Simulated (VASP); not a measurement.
Write the native input for VASP 6.6.1 that does the following.

| Item | Value |
| --- | --- |
| Task | single point |
| Functional | PBEsol |
| Dispersion | D3(BJ) |
| Potentials or basis | VASP PAW PBE potentials, release 64 (In_d, Se) |
| Cutoff | 500 eV |
| k mesh | 10 × 10 × 10 |
| Occupations | gaussian, width 0.15 eV |
| Spin | no spin polarisation |
| Dipole correction | no |
| Further INCAR settings | ALGO = Normal; EDIFF = 1e-06; NBANDS = 30 |

The structure of In3Se lies in POSCAR:

```
In3Se
1.0
    4.5876505731      0.0000000000      0.0000000000
    0.0000000000      4.5876505731      0.0000000000
    0.0000000000      0.0000000000      4.5876505731
In Se
3 1
Direct
    0.0000000000      0.5000000000      0.5000000000
    0.5000000000      0.0000000000      0.5000000000
    0.5000000000      0.5000000000      0.0000000000
    0.0000000000      0.0000000000      0.0000000000
```

These files were run (other wordings do the same):

INCAR

```
PREC     = Accurate       # precision mode
ENCUT    = 500            # plane-wave cutoff, eV
EDIFF    = 1E-6           # SCF threshold, eV
ISMEAR   = 0              # smearing method
SIGMA    = 0.15           # smearing width, eV
LREAL    = False          # projectors in reciprocal space
LASPH    = True           # aspherical terms in the spheres
NELM     = 120            # most SCF steps
ALGO     = Normal         # electronic algorithm
ISIF     = 2              # what is computed and relaxed
LWAVE    = False          # write WAVECAR
LCHARG   = False          # write CHGCAR
GGA      = PS             # functional
IVDW     = 12             # dispersion correction
NBANDS   = 30             # bands
GGA_COMPAT= False
```

KPOINTS

```
Automatic mesh
0
Gamma
  10 10 10
```

Potentials or basis: VASP PAW PBE potentials, release 64 (In_d, Se).

Run with:

```bash
$ cat potpaw_PBE.64/In_d/POTCAR potpaw_PBE.64/Se/POTCAR > POTCAR
$ mpirun -np 1 vasp_std > vasp.out
```

It gave:

```json
{
 "Pressure": "0.0 GPa",
 "Band gap on the k mesh": "zero (an odd number of electrons rules out a gap without spin polarisation)",
 "Dispersion energy per atom": "-0.370 eV"
}
```

Caveat: the PAW data sets were made with another functional, which shifts forces and pressure a little; spin-orbit coupling is left out, which moves the levels of the heavy elements.

Run time: 3.9 min on 1 thread of Intel Xeon 8259CL, on a shared host, peak memory 0.29 GiB.
